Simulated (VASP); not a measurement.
# Te (P3_221) in VASP: a series of runs, part 2 of 2

VASP 6.6.1.

**4. Single point, PBE**

This run uses another cell than the first one, of 33.09 Å³/atom, 1.043 times its volume.

Contents of INCAR:

```
SYSTEM = Te
PREC = Accurate ; ENCUT = 520
EDIFF = 1E-6 ; ISMEAR = -1
SIGMA = 0.05 ; LREAL = .False.
LASPH = .True. ; NELM = 60
ALGO = Normal ; ISIF = 2
LWAVE = .False. ; LCHARG = .False.
GGA = PE ; NBANDS = 16
```

Contents of KPOINTS:

```
regular mesh
0
Gamma
  7 7 5
  0 0 0
```

Contents of POSCAR:

```
Te
1.0
    4.4170839329      0.0000000000      0.0000000000
   -2.2085419665      3.8253068966      0.0000000000
    0.0000000000      0.0000000000      5.8752213542
Te
3
Direct
    0.7310000000      0.7310000000      0.5000000000
    0.0000000000      0.2690000000      0.8333333333
    0.2690000000      0.0000000000      0.1666666667
```

Potentials or basis: VASP PAW PBE potentials, release 64 (Te).

Command:

```console
$ cat potpaw_PBE.64/Te/POTCAR > POTCAR
$ mpirun -np 1 vasp_std > vasp.out
```

OUTCAR:

```text
SYSTEM = Te
   PREC = Accurate
   ENCUT = 520
   EDIFF = 1E-6
   ISMEAR = -1
   LREAL = .False.
   LASPH = .True.
   NELM = 60
   ISIF = 2
   GGA = PE

 ion  position               nearest neighbor table
   1  0.731  0.731  0.500-   3 2.84   2 2.84   2 3.44   3 3.44   2 3.44   3 3.44
   2  0.000  0.269  0.833-   1 2.84   3 2.84   1 3.44   1 3.44   3 3.44   3 3.44
   3  0.269  0.000  0.167-   1 2.84   2 2.84   1 3.44   1 3.44   2 3.44   2 3.44

  LATTYP: Found a hexagonal cell.
 ALAT       =     4.4170839329
 C/A-ratio  =     1.3301131342

  Lattice vectors:

 A1 = (   4.4170839329,   0.0000000000,   0.0000000000)
 A2 = (  -2.2085419665,   3.8253068966,   0.0000000000)
 A3 = (   0.0000000000,   0.0000000000,   5.8752213542)

Analysis of symmetry for initial positions (statically):
=====================================================================
 Subroutine PRICEL returns:
 Original cell was already a primitive cell.

 Routine SETGRP: Setting up the symmetry group for a
 hexagonal supercell.

 Subroutine GETGRP returns: Found  6 space group operations
 (whereof  2 operations were pure point group operations)
 out of a pool of 24 trial point group operations.
[... 163 lines left out ...]
  free energy    TOTEN  =        -9.38395912 eV

  energy without entropy =       -9.38386639  energy(sigma->0) =       -9.38391276

 E-fermi :   6.4600     XC(G=0):  -9.1799

 val. band max:        6.1183676837   @ k =   0.2857   0.2857   0.4000
 cond. band min:       6.7389523121   @ k =   0.0000   0.0000   0.4000
 fundamental gap:      0.6205846285
 Fermi energy:         6.4600162571

 k-point     1 :       0.0000    0.0000    0.0000
  band No.  band energies     occupation
      1      -7.5353      2.00000
      2      -4.1107      2.00000
      3      -4.1107      2.00000
      4       3.1185      2.00000
      5       3.4884      2.00000
      6       3.4884      2.00000
[... 433 lines left out ...]
      3      -2.9260      2.00000
      4       1.2335      2.00000
      5       2.2341      2.00000
      6       2.9933      2.00000
[... 8 lines left out ...]
     15      12.9397      0.00000
     16      13.6407      0.00000

 [... further k-points ...]
[... 5 lines left out ...]
  --------------------------------------------------------------------------------------
  -------------------------------------------------------------------------------------
  Total        1.5364001      1.5364001      2.1625166     -0.0000000     -0.0000000      0.0000000
  in kB       24.7964060     24.7964060     34.9014822     -0.0000000     -0.0000000      0.0000000
  external PRESSURE =      28.1647647 kB  Pullay stress =       0.0000000 kB

 VOLUME and BASIS-vectors are now :
 -----------------------------------------------------------------------------
  energy-cutoff  :      520.00
  volume of cell :       99.27
      direct lattice vectors                 reciprocal lattice vectors
     4.417083933  0.000000000  0.000000000     0.226393706  0.130708467  0.000000000
    -2.208541966  3.825306897  0.000000000     0.000000000  0.261416934  0.000000000
     0.000000000  0.000000000  5.875221354     0.000000000  0.000000000  0.170206353

 POSITION                                       TOTAL-FORCE (eV/Angst)
 -----------------------------------------------------------------------------------
      1.61444      2.79630      2.93761        -0.148986     -0.258051     -0.000000
     -0.59410      1.02901      4.89602        -0.148986      0.258051     -0.000000
      1.18820      0.00000      0.97920         0.297971      0.000000      0.000000
 -----------------------------------------------------------------------------------
    total drift:                               -0.000000      0.000000      0.000000

  FREE ENERGIE OF THE ION-ELECTRON SYSTEM (eV)
  ---------------------------------------------------
  free  energy   TOTEN  =        -9.3839591213 eV

  energy  without entropy=       -9.3838663949  energy(sigma->0) =       -9.38391276
```

OSZICAR:

```text
N       E                     dE             d eps       ncg     rms          rms(c)
DAV:   1     0.712492024945E+02    0.71249E+02   -0.65852E+03  1024   0.905E+02
DAV:   2    -0.494243500405E+01   -0.76192E+02   -0.72619E+02  1376   0.133E+02
DAV:   3    -0.932219901803E+01   -0.43798E+01   -0.43644E+01  1264   0.363E+01
DAV:   4    -0.939918618060E+01   -0.76987E-01   -0.76983E-01  1560   0.550E+00
DAV:   5    -0.940054682211E+01   -0.13606E-02   -0.13606E-02  1352   0.641E-01    0.129E+01
DAV:   6    -0.938616234269E+01    0.14384E-01   -0.16528E-02  1352   0.768E-01    0.815E+00
DAV:   7    -0.938445802823E+01    0.17043E-02   -0.35237E-02  1280   0.113E+00    0.280E-01
DAV:   8    -0.938389422768E+01    0.56380E-03   -0.63419E-03  1112   0.438E-01    0.163E-01
DAV:   9    -0.938392224440E+01   -0.28017E-04   -0.18405E-04  1600   0.861E-02    0.118E-01
DAV:  10    -0.938396431704E+01   -0.42073E-04   -0.46382E-05  1240   0.421E-02    0.298E-02
DAV:  11    -0.938395896212E+01    0.53549E-05   -0.17263E-05  1296   0.254E-02    0.187E-02
DAV:  12    -0.938395912128E+01   -0.15917E-06   -0.18492E-06  1096   0.787E-03
   1 F= -.93839591E+01 E0= -.93839128E+01  d E =-.927264E-04
```

Run time: 35 s. Hardware: 1 thread of Oxide Virtual Turin-like, shared host; peak memory 0.21 GiB.

What came out:

```yaml
Free_energy: -9.3840 eV
Pressure: 2.8 GPa
Largest_force: 0.298 eV/Å
Band_gap_on_the_k_mesh: 0.62 eV, indirect (least direct gap 0.80 eV)
```

Forces in eV/Å, atoms in the order of the input:
```
Te  -0.149 -0.258  0.000
Te  -0.149  0.258  0.000
Te   0.298  0.000  0.000
```

Stress tensor (GPa, compression positive):
```
2.48 0.00 0.00
0.00 2.48 0.00
0.00 0.00 3.49
```

Caveat: spin-orbit coupling is left out, which moves the levels of the heavy elements. A k mesh can miss the band edges.

**5. Single point, PBE**

This run uses another cell than the first one, of 35.79 Å³/atom, 1.128 times its volume.

Contents of INCAR:

```
SYSTEM = Te
PREC = Accurate
ENCUT = 520
EDIFF = 1E-6
ISMEAR = -1
SIGMA = 0.05
LREAL = .False.
LASPH = .True.
NELM = 100
ALGO = Normal
ISIF = 2
LWAVE = .False.
LCHARG = .False.
GGA = PE
NBANDS = 16
```

Contents of KPOINTS:

```
Automatic mesh
0
Gamma
  7 7 5
  0 0 0
```

Contents of POSCAR:

```
Te
1.0
    4.5341468484      0.0000000000      0.0000000000
   -2.2670734242      3.9266863553      0.0000000000
    0.0000000000      0.0000000000      6.0309282756
Te
3
Direct
    0.7310000000      0.7310000000      0.5000000000
    0.0000000000      0.2690000000      0.8333333333
    0.2690000000      0.0000000000      0.1666666667
```

Potentials or basis: VASP PAW PBE potentials, release 64 (Te).

Command:

```console
$ cat potpaw_PBE.64/Te/POTCAR > POTCAR
$ mpirun -np 1 vasp_std > vasp.out
```

OUTCAR:

```text
SYSTEM = Te
   PREC = Accurate
   ENCUT = 520
   EDIFF = 1E-6
   ISMEAR = -1
   LREAL = .False.
   LASPH = .True.
   NELM = 100
   ISIF = 2
   GGA = PE

 ion  position               nearest neighbor table
   1  0.731  0.731  0.500-   3 2.92   2 2.92   3 3.53   2 3.53   2 3.53   3 3.53
   2  0.000  0.269  0.833-   1 2.92   3 2.92   1 3.53   1 3.53   3 3.53   3 3.53
   3  0.269  0.000  0.167-   1 2.92   2 2.92   1 3.53   1 3.53   2 3.53   2 3.53

  LATTYP: Found a hexagonal cell.
 ALAT       =     4.5341468484
 C/A-ratio  =     1.3301131342

  Lattice vectors:

 A1 = (   4.5341468484,   0.0000000000,   0.0000000000)
 A2 = (  -2.2670734242,   3.9266863553,   0.0000000000)
 A3 = (   0.0000000000,   0.0000000000,   6.0309282756)

Analysis of symmetry for initial positions (statically):
=====================================================================
 Subroutine PRICEL returns:
 Original cell was already a primitive cell.

 Routine SETGRP: Setting up the symmetry group for a
 hexagonal supercell.

 Subroutine GETGRP returns: Found  6 space group operations
 (whereof  2 operations were pure point group operations)
 out of a pool of 24 trial point group operations.
[... 163 lines left out ...]
  free energy    TOTEN  =        -9.42286328 eV

  energy without entropy =       -9.42276656  energy(sigma->0) =       -9.42281492

 E-fermi :   5.4668     XC(G=0):  -8.8415

 val. band max:        5.1224378143   @ k =   0.2857   0.2857   0.4000
 cond. band min:       5.7605823288   @ k =   0.0000   0.0000   0.4000
 fundamental gap:      0.6381445146
 Fermi energy:         5.4667574652

 k-point     1 :       0.0000    0.0000    0.0000
  band No.  band energies     occupation
      1      -7.9306      2.00000
      2      -4.8851      2.00000
      3      -4.8851      2.00000
      4       2.4304      2.00000
      5       2.6340      2.00000
      6       2.6340      2.00000
[... 433 lines left out ...]
      3      -3.9009      2.00000
      4       0.7212      2.00000
      5       1.6108      2.00000
      6       2.2988      2.00000
[... 8 lines left out ...]
     15      12.0044      0.00000
     16      12.6312      0.00000

 [... further k-points ...]
[... 5 lines left out ...]
  --------------------------------------------------------------------------------------
  -------------------------------------------------------------------------------------
  Total       -0.5251983     -0.5251983     -0.9549294      0.0000000      0.0000000      0.0000000
  in kB       -7.8366051     -7.8366051    -14.2487212      0.0000000      0.0000000      0.0000000
  external PRESSURE =      -9.9739771 kB  Pullay stress =       0.0000000 kB

 VOLUME and BASIS-vectors are now :
 -----------------------------------------------------------------------------
  energy-cutoff  :      520.00
  volume of cell :      107.38
      direct lattice vectors                 reciprocal lattice vectors
     4.534146848  0.000000000  0.000000000     0.220548657  0.127333827  0.000000000
    -2.267073424  3.926686355  0.000000000     0.000000000  0.254667653  0.000000000
     0.000000000  0.000000000  6.030928276     0.000000000  0.000000000  0.165811954

 POSITION                                       TOTAL-FORCE (eV/Angst)
 -----------------------------------------------------------------------------------
      1.65723      2.87041      3.01546         0.054903      0.095094      0.000000
     -0.60984      1.05628      5.02577         0.054903     -0.095094      0.000000
      1.21969      0.00000      1.00515        -0.109805      0.000000     -0.000000
 -----------------------------------------------------------------------------------
    total drift:                               -0.000000      0.000000      0.000000

  FREE ENERGIE OF THE ION-ELECTRON SYSTEM (eV)
  ---------------------------------------------------
  free  energy   TOTEN  =        -9.4228632761 eV

  energy  without entropy=       -9.4227665555  energy(sigma->0) =       -9.42281492
```

OSZICAR:

```text
N       E                     dE             d eps       ncg     rms          rms(c)
DAV:   1     0.726001212659E+02    0.72600E+02   -0.65500E+03  1024   0.901E+02
DAV:   2    -0.476892781759E+01   -0.77369E+02   -0.73906E+02  1368   0.131E+02
DAV:   3    -0.935513114254E+01   -0.45862E+01   -0.45674E+01  1208   0.368E+01
DAV:   4    -0.944094264564E+01   -0.85812E-01   -0.85805E-01  1600   0.577E+00
DAV:   5    -0.944188452205E+01   -0.94188E-03   -0.94187E-03  1360   0.521E-01    0.110E+01
DAV:   6    -0.942566148136E+01    0.16223E-01   -0.17754E-02  1360   0.781E-01    0.698E+00
DAV:   7    -0.942349805793E+01    0.21634E-02   -0.40438E-02  1232   0.119E+00    0.297E-01
DAV:   8    -0.942280062436E+01    0.69743E-03   -0.70803E-03  1256   0.452E-01    0.147E-01
DAV:   9    -0.942283754377E+01   -0.36919E-04   -0.19809E-04  1520   0.917E-02    0.873E-02
DAV:  10    -0.942286398648E+01   -0.26443E-04   -0.41111E-05  1400   0.392E-02    0.154E-02
DAV:  11    -0.942286285915E+01    0.11273E-05   -0.61522E-06  1360   0.142E-02    0.393E-03
DAV:  12    -0.942286327610E+01   -0.41694E-06   -0.52632E-07  1048   0.456E-03
   1 F= -.94228633E+01 E0= -.94228149E+01  d E =-.967206E-04
```

stdout:

```text
POSCAR found type information on POSCAR Te
 POSCAR found :  1 types and       3 ions
 scaLAPACK will be used
 LDA part: xc-table for (Slater+PW92), standard interpolation
 POSCAR, INCAR and KPOINTS ok, starting setup
 FFT: planning ... GRIDC
 FFT: planning ... GRID_SOFT
 FFT: planning ... GRID
 WAVECAR not read
 entering main loop
```

It took 62 s on 1 thread of Oxide Virtual Turin-like, shared host; peak memory 0.21 GiB.

Results:

```yaml
Free_energy: -9.4229 eV
Pressure: -1.0 GPa
Largest_force: 0.110 eV/Å
Band_gap_on_the_k_mesh: 0.64 eV, indirect (least direct gap 0.75 eV)
```

Forces in eV/Å, atoms in the order of the input:
```
Te   0.055  0.095  0.000
Te   0.055 -0.095  0.000
Te  -0.110  0.000  0.000
```

Caveat: spin-orbit coupling is left out, which moves the levels of the heavy elements. As with any semilocal functional, this PBE gap is likely too small.

**6. The runs side by side**

| cell | gap on the mesh (eV) | pressure (GPa) | largest force (eV/Å) |
| --- | --- | --- | --- |
| a = 4.356, b = 4.356, c = 5.794 Å, angles 90.0, 90.0, 120.0°, 3 atoms | 0.61 | 5.5 | 0.55 |
| a = 4.387, b = 4.387, c = 5.835 Å, angles 90.0, 90.0, 120.0°, 3 atoms | 0.61 | 4.1 | 0.42 |
| a = 4.417, b = 4.417, c = 5.875 Å, angles 90.0, 90.0, 120.0°, 3 atoms | 0.62 | 2.8 | 0.30 |
| a = 4.534, b = 4.534, c = 6.031 Å, angles 90.0, 90.0, 120.0°, 3 atoms | 0.64 | -1.0 | 0.11 |

Alike in all rows: task single point; level PBE; potentials or basis VASP PAW PBE potentials, release 64 (Te); no spin polarisation; k mesh 7 × 7 × 5; cutoff (eV) 520; smearing fermi-dirac 0.05 eV.

Caveats: spin-orbit coupling is left out, which moves the levels of the heavy elements.

Absolute energies hang on the potentials; compare differences alone.
